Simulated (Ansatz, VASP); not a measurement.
# One calculation of HfC, two programs

```xyz
2
Lattice="0.0000 2.3250 2.3250 2.3250 0.0000 2.3250 2.3250 2.3250 0.0000" Properties=species:S:1:pos:R:3 pbc="T T T"
Hf    2.3250    2.3250    2.3250
C     0.0000    0.0000    0.0000
```

Alike in both runs: task electric field gradients; functional LDA; k mesh 12 × 12 × 12; occupations fermi-dirac, width 0.05 eV; no spin polarisation.

|  | VASP | Ansatz |
| --- | --- | --- |
| version | VASP 6.6.1 | Ansatz 0.2.0 |
| potentials or method | VASP PAW LDA potentials, release 64 (Hf_pv, C), cutoff 520 eV | all-electron PAW with datasets made for the crystal, scalar-relativistic |

VASP gave:

- pressure (GPa): -11.5

Question: Which values does Ansatz return?

Answer: Pressure (GPa): -11.8.

LDA's correlation is that of Perdew and Zunger in VASP and of Perdew and Wang (1992) in Ansatz. Ansatz ran all-electron here, and VASP with PAW potentials.

Spin-orbit coupling is off throughout.
